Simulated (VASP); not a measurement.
# TaN in VASP: a series of runs

TaN is run at these levels: r2SCAN; tasks: single point.

Program: VASP 6.6.1. These are calculated values, not measurements. Logs are shortened: lines on timing, memory, paths and dates and some standing lists are left out, and cuts for length are marked.

### Step 1. The cell of the first run

The cell holds a slab with vacuum, 6 atoms: a = 3.109 Å, b = 3.109 Å, c = 13.698 Å, α = 90.00°, β = 90.00°, γ = 90.00°.

### Step 2. Single point, r2SCAN

File POSCAR:

```
TaN
1.0
    3.1085816348      0.0000000000      0.0000000000
    0.0000000000      3.1085816348      0.0000000000
    0.0000000000      0.0000000000     13.6976000000
Ta N
3 3
Direct
    0.2500000000      0.2500000000      0.3496165807
    0.7500000000      0.7500000000      0.5000000106
    0.2500000000      0.2500000000      0.6503834174
    0.7500000000      0.7500000000      0.3285247969
    0.2500000000      0.2500000000      0.5000000097
    0.7500000000      0.7500000000      0.6714752031
```

File INCAR.step1:

```
SYSTEM = TaN
PREC = Accurate ; ENCUT = 520
ISMEAR = -1 ; SIGMA = 0.05
LREAL = .FALSE. ; LASPH = .TRUE.
NELM = 100 ; LDIPOL = .TRUE.
IDIPOL = 3 ; DIPOL = 0.5 0.5 0.500
NBANDS = 33 ; GGA = PE
ALGO = Normal ; EDIFF = 1E-4
LWAVE = .TRUE. ; LCHARG = .FALSE.
```

File INCAR.step2:

```
SYSTEM = TaN
PREC = Accurate ; ENCUT = 520
EDIFF = 1E-7 ; ISMEAR = -1
SIGMA = 0.05 ; LREAL = .FALSE.
LASPH = .TRUE. ; NELM = 100
ALGO = Normal ; ISIF = 2
LWAVE = .FALSE. ; LCHARG = .TRUE.
LDIPOL = .TRUE. ; IDIPOL = 3
DIPOL = 0.5 0.5 0.500 ; METAGGA = R2SCAN
LMIXTAU = .TRUE. ; LELF = .TRUE.
LVHAR = .TRUE. ; LVACPOTAV = .TRUE.
NBANDS = 33 ; ISTART = 1
```

File KPOINTS:

```
Automatic mesh
0
G
  11 11 1
  0 0 0
```

Potentials or basis: VASP PAW PBE potentials, release 64 (Ta_pv, N).

Started as:

```sh
$ cat potpaw_PBE.64/Ta_pv/POTCAR potpaw_PBE.64/N/POTCAR > POTCAR
$ cp INCAR.step1 INCAR
$ mpirun -np 1 vasp_std > vasp.out
$ cp INCAR.step2 INCAR
$ mpirun -np 1 vasp_std > vasp.out
```

OUTCAR:

```text
SYSTEM = TaN
   PREC = Accurate
   ENCUT = 520
   EDIFF = 1E-7
   ISMEAR = -1
   LREAL = .FALSE.
   LASPH = .TRUE.
   NELM = 100
   ISIF = 2
   METAGGA = R2SCAN
   ISTART = 1

 ion  position               nearest neighbor table
   1  0.250  0.250  0.350-   5 2.06   4 2.22   4 2.22   4 2.22   4 2.22   2 3.01   2 3.01   2 3.01
                             2 3.01
   2  0.750  0.750  0.500-   5 2.20   5 2.20   5 2.20   5 2.20   6 2.35   4 2.35   3 3.01   3 3.01
                             3 3.01   3 3.01   1 3.01   1 3.01   1 3.01   1 3.01
   3  0.250  0.250  0.650-   5 2.06   6 2.22   6 2.22   6 2.22   6 2.22   2 3.01   2 3.01   2 3.01
                             2 3.01
   4  0.750  0.750  0.329-   1 2.22   1 2.22   1 2.22   1 2.22   2 2.35
   5  0.250  0.250  0.500-   3 2.06   1 2.06   2 2.20   2 2.20   2 2.20   2 2.20
   6  0.750  0.750  0.671-   3 2.22   3 2.22   3 2.22   3 2.22   2 2.35

  LATTYP: Found a simple tetragonal cell.
 ALAT       =     3.1085816348
 C/A-ratio  =     4.4063825916

  Lattice vectors:

 A1 = (   3.1085816348,   0.0000000000,   0.0000000000)
 A2 = (   0.0000000000,   3.1085816348,   0.0000000000)
 A3 = (   0.0000000000,   0.0000000000,  13.6976000000)

Analysis of symmetry for initial positions (statically):
=====================================================================
 Subroutine PRICEL returns:
 Original cell was already a primitive cell.

 Routine SETGRP: Setting up the symmetry group for a
 simple tetragonal supercell.

 Subroutine GETGRP returns: Found 16 space group operations
 (whereof  4 operations were pure point group operations)
 out of a pool of 16 trial point group operations.

The static configuration has the point symmetry C_2v.
 The point group associated with its full space group is D_4h.

Analysis of symmetry for dynamics (positions and initial velocities):
=====================================================================
 Subroutine PRICEL returns:
 Original cell was already a primitive cell.

 Routine SETGRP: Setting up the symmetry group for a
 simple tetragonal supercell.

 Subroutine GETGRP returns: Found 16 space group operations
 (whereof  4 operations were pure point group operations)
 out of a pool of 16 trial point group operations.

The dynamic configuration has the point symmetry C_2v.
 The point group associated with its full space group is D_4h.

 Subroutine INISYM returns: Found 16 space group operations
[... 103 lines left out ...]
   EDIFFG = 0.1E-05   stopping-criterion for IOM
   NSW    =      0    number of steps for IOM
   IBRION =     -1    ionic relax: 0-MD 1-quasi-New 2-CG
   NFREE  =      0    steps in history (QN), initial steepest desc. (CG)
   ISIF   =      2    stress and relaxation
   ISYM   =      2    0-nonsym 1-usesym 2-fastsym
   POTIM  = 0.5000    time-step for ionic-motion
   TEBEG  =    0.0;   TEEND  =   0.0 temperature during run
   PSTRESS=    0.0 pullay stress
   NELECT =      48.0000    total number of electrons
   NUPDOWN=      -1.0000    fix difference up-down
   EMIN   =  10.00;   EMAX   =-10.00  energy-range for DOS
   EFERMI =   0.00;   METHOD = LEGACY
   ISMEAR =    -1;   SIGMA  =   0.05  broadening in eV -4-tet -1-fermi 0-gaus
   EFERMI_NEDOS =   21; number of points for ismear=-14 and -15
   IALGO  =     38    algorithm
   IMIX   =      4    mixing-type and parameters
     AMIX     =   0.40;   BMIX     =  1.00
     AMIX_MAG =   1.60;   BMIX_MAG =  1.00
  volume/ion in A,a.u.               =      22.06       148.87
  Fermi-wavevector in a.u.,A,eV,Ry     =   1.167434  2.206130 18.543400  1.362901
  Thomas-Fermi vector in A             =   2.303934
   LORBIT       =      0    0 simple, 1 ext, 2 COOP (PROOUT), +10 PAW based schemes
   METAGGA = R2SCAN    functional components
   LHFCALC =     F    Hartree Fock is set to
   AEXX    =    0.0000 exact exchange contribution
   IVDW    =     0    specifies the selected vdW correction
   LEPSILON=     F    determine dielectric tensor
   LRPA    =     F    only Hartree local field effects (RPA)
 non-spin polarized calculation
  energy-cutoff  :      520.00
  volume of cell :      132.36
 maximum number of plane-waves:      3588
 NGX is ok and might be reduce to    24
   NGX = 11   NGY = 11   NGZ = 51

 number of electron      48.0000007 magnetization

 dipolmoment           0.000000      0.000000     -0.000002 electrons x Angstroem

 Free energy of the ion-electron system (eV)
  ---------------------------------------------------
  ext. energy  EPLUGINS =         0.00000000
  ---------------------------------------------------
  free energy    TOTEN  =      -177.16882370 eV

  energy without entropy =     -177.13329533  energy(sigma->0) =     -177.15105951

 E-fermi :   2.8860     XC(G=0):  -8.3752

 val. band max:        2.8248472817   @ k =   0.3636   0.0000   0.0000
 cond. band min:       2.9017005480   @ k =   0.4545   0.4545   0.0000
 fundamental gap:      0.0768532663
 Fermi energy:         2.8859912679

 k-point     1 :       0.0000    0.0000    0.0000
  band No.  band energies     occupation
      1     -34.8699      2.00000
      2     -34.7842      2.00000
      3     -34.3857      2.00000
      4     -34.3857      2.00000
      5     -34.3158      2.00000
      6     -34.3158      2.00000
[... 745 lines left out ...]
     32       6.6670      0.00000
     33       6.6762      0.00000

------------------------ aborting loop because EDIFF is reached ----------------------------------------

  FORCE on cell =-STRESS in cart. coord.  units (eV):
  Direction    XX          YY          ZZ          XY          YZ          ZX
  --------------------------------------------------------------------------------------
  -------------------------------------------------------------------------------------
  Total       -7.4059660     -7.4059660      0.2780987     -0.0000000      0.0000000     -0.0000000
  in kB      -89.6444206    -89.6444206      3.3662043     -0.0000000      0.0000000     -0.0000000
  external PRESSURE =     -58.6408790 kB  Pullay stress =       0.0000000 kB

 VOLUME and BASIS-vectors are now :
 -----------------------------------------------------------------------------
  energy-cutoff  :      520.00
  volume of cell :      132.36
      direct lattice vectors                 reciprocal lattice vectors
     3.108581635  0.000000000  0.000000000     0.321690120  0.000000000  0.000000000
     0.000000000  3.108581635  0.000000000     0.000000000  0.321690120  0.000000000
     0.000000000  0.000000000 13.697600000     0.000000000  0.000000000  0.073005490

 POSITION                                       TOTAL-FORCE (eV/Angst)
 -----------------------------------------------------------------------------------
      0.77715      0.77715      4.78891         0.000000      0.000000     -0.050804
      2.33144      2.33144      6.84880         0.000000     -0.000000      0.000000
      0.77715      0.77715      8.90869         0.000000      0.000000      0.050804
      2.33144      2.33144      4.50000        -0.000000     -0.000000     -0.043853
      0.77715      0.77715      6.84880        -0.000000     -0.000000      0.000000
      2.33144      2.33144      9.19760         0.000000     -0.000000      0.043853
 -----------------------------------------------------------------------------------
    total drift:                                0.000000     -0.000000     -0.000316

  FREE ENERGIE OF THE ION-ELECTRON SYSTEM (eV)
  ---------------------------------------------------
  free  energy   TOTEN  =      -177.1688236974 eV

  energy  without entropy=     -177.1332953321  energy(sigma->0) =     -177.15105951
```

OUTCAR.step1:

```text
SYSTEM = TaN
   PREC = Accurate
   ENCUT = 520
   ISMEAR = -1
   LREAL = .FALSE.
   LASPH = .TRUE.
   NELM = 100
[... 998 lines left out ...]
      0.77715      0.77715      6.84880         0.000000      0.000000      0.000000
      2.33144      2.33144      9.19760         0.000000     -0.000000      0.073814
 -----------------------------------------------------------------------------------
    total drift:                                0.000000     -0.000000     -0.000292

  FREE ENERGIE OF THE ION-ELECTRON SYSTEM (eV)
  ---------------------------------------------------
  free  energy   TOTEN  =       -63.9840643979 eV

  energy  without entropy=      -63.9478188304  energy(sigma->0) =      -63.96594161

 vacuum level on the upper side and lower side of the slab         6.191         6.191
```

OSZICAR.step1:

```text
N       E                     dE             d eps       ncg     rms          rms(c)
DAV:   1     0.433586213773E+03    0.43359E+03   -0.26298E+04  1498   0.137E+03
DAV:   2    -0.441177059562E+02   -0.47770E+03   -0.45842E+03  1693   0.393E+02
DAV:   3    -0.732813589359E+02   -0.29164E+02   -0.28629E+02  1815   0.913E+01
DAV:   4    -0.740948954174E+02   -0.81354E+00   -0.80720E+00  1882   0.158E+01
DAV:   5    -0.741129275908E+02   -0.18032E-01   -0.18003E-01  1867   0.218E+00    0.392E+01
DAV:   6    -0.645636300500E+02    0.95493E+01   -0.51127E+01  1812   0.394E+01    0.171E+01
DAV:   7    -0.642854696341E+02    0.27816E+00   -0.56045E+00  1769   0.133E+01    0.940E+00
DAV:   8    -0.642072512157E+02    0.78218E-01   -0.24698E+00  1757   0.123E+01    0.251E+00
DAV:   9    -0.639866697893E+02    0.22058E+00   -0.55966E-01  1798   0.489E+00    0.546E-01
DAV:  10    -0.639841537437E+02    0.25160E-02   -0.49975E-02  1755   0.122E+00    0.330E-01
DAV:  11    -0.639831445627E+02    0.10092E-02   -0.36542E-03  1819   0.341E-01    0.166E-01
DAV:  12    -0.639824585485E+02    0.68601E-03   -0.11462E-03  1635   0.169E-01    0.555E-02
DAV:  13    -0.639827149266E+02   -0.25638E-03   -0.40457E-04  1475   0.905E-02    0.396E-02
DAV:  14    -0.639834698386E+02   -0.75491E-03   -0.62936E-04  1487   0.118E-01    0.309E-02
DAV:  15    -0.639839030833E+02   -0.43324E-03   -0.34905E-04  1374   0.876E-02    0.125E-02
DAV:  16    -0.639840258296E+02   -0.12275E-03   -0.76380E-05  1171   0.297E-02    0.606E-03
DAV:  17    -0.639840643979E+02   -0.38568E-04   -0.41011E-05  1008   0.178E-02
   1 F= -.63984064E+02 E0= -.63965942E+02  d E =-.362456E-01
```

It took 3.3 min on 1 thread of Intel Xeon 6975P-C (Granite Rapids), shared host; peak memory 0.29 GiB.

Results:

```yaml
Free_energy: -177.1688 eV
Largest_force: 0.051 eV/Å
Band_gap_on_the_k_mesh: zero (bands 24 and 25 overlap by 2.11 eV)
```

Forces on the atoms (eV/Å):
```
Ta   0.000  0.000 -0.051
Ta   0.000  0.000  0.000
Ta   0.000  0.000  0.051
N    0.000  0.000 -0.044
N    0.000  0.000  0.000
N    0.000  0.000  0.044
```

Caveat: the PAW data sets were made with another functional, which shifts forces and pressure a little; spin-orbit coupling is left out, which moves the levels of the heavy elements.

### Step 3. Single point, r2SCAN

This run uses another cell than the first one.

File POSCAR:

```
TaN
1.0
    3.1085816348      0.0000000000      0.0000000000
    0.0000000000      3.1085816348      0.0000000000
    0.0000000000      0.0000000000     20.3962000000
Ta N
3 3
Direct
    0.2500000000      0.2500000000      0.3922299667
    0.7500000000      0.7500000000      0.5000000000
    0.2500000000      0.2500000000      0.6077700333
    0.7500000000      0.7500000000      0.3922299667
    0.2500000000      0.2500000000      0.5000000000
    0.7500000000      0.7500000000      0.6077700333
```

File INCAR.step1:

```
SYSTEM = TaN
PREC = Accurate
ENCUT = 520
ISMEAR = -1
SIGMA = 0.05
LREAL = .False.
LASPH = .True.
NELM = 100
LDIPOL = .True.
IDIPOL = 3
DIPOL = 0.5 0.5 0.500
NBANDS = 33
GGA = PE
ALGO = Normal
EDIFF = 1E-4
LWAVE = .True.
LCHARG = .False.
```

File INCAR.step2:

```
SYSTEM = TaN
PREC = Accurate
ENCUT = 520
EDIFF = 1E-6
ISMEAR = -1
SIGMA = 0.05
LREAL = .False.
LASPH = .True.
NELM = 100
ALGO = Normal
ISIF = 2
LWAVE = .False.
LCHARG = .False.
LDIPOL = .True.
IDIPOL = 3
DIPOL = 0.5 0.5 0.500
METAGGA = R2SCAN
LMIXTAU = .True.
NBANDS = 33
ISTART = 1
```

File KPOINTS:

```
regular mesh
0
Gamma
  11 11 1
  0 0 0
```

Potentials or basis: VASP PAW PBE potentials, release 64 (Ta_pv, N).

Started as:

```sh
$ cat potpaw_PBE.64/Ta_pv/POTCAR potpaw_PBE.64/N/POTCAR > POTCAR
$ cp INCAR.step1 INCAR
$ mpirun -np 1 vasp_std > vasp.out
$ cp INCAR.step2 INCAR
$ mpirun -np 1 vasp_std > vasp.out
```

Run time: 5.8 min. Hardware: 1 thread of Intel Xeon 6975P-C (Granite Rapids), shared host; peak memory 0.38 GiB.

Results (log left out):

```
Free energy            : -176.7604 eV
Largest force          : 1.606 eV/Å
Band gap on the k mesh : zero (bands 24 and 25 overlap by 1.90 eV)
```

Forces in eV/Å, atoms in the order of the input:
```
Ta   0.000  0.000  1.541
Ta   0.000  0.000  0.000
Ta   0.000  0.000 -1.541
N    0.000  0.000 -1.606
N    0.000  0.000  0.000
N    0.000  0.000  1.606
```

Levels at points of the mesh, in eV from the Fermi level:
| k point | band 21 | band 22 | band 23 | band 24 | band 25 | band 26 | band 27 | band 28 |
| --- | --- | --- | --- | --- | --- | --- | --- | --- |
| (0.00, 0.00, 0.00) | -3.57 | -3.57 | -3.56 | -2.41 | -1.01 | -0.60 | -0.60 | 0.63 |

Caveat: the PAW data sets were made with another functional, which shifts forces and pressure a little; spin-orbit coupling is left out, which moves the levels of the heavy elements.

The gap in the log of VASP goes by the Fermi energy; the results here count the filled bands.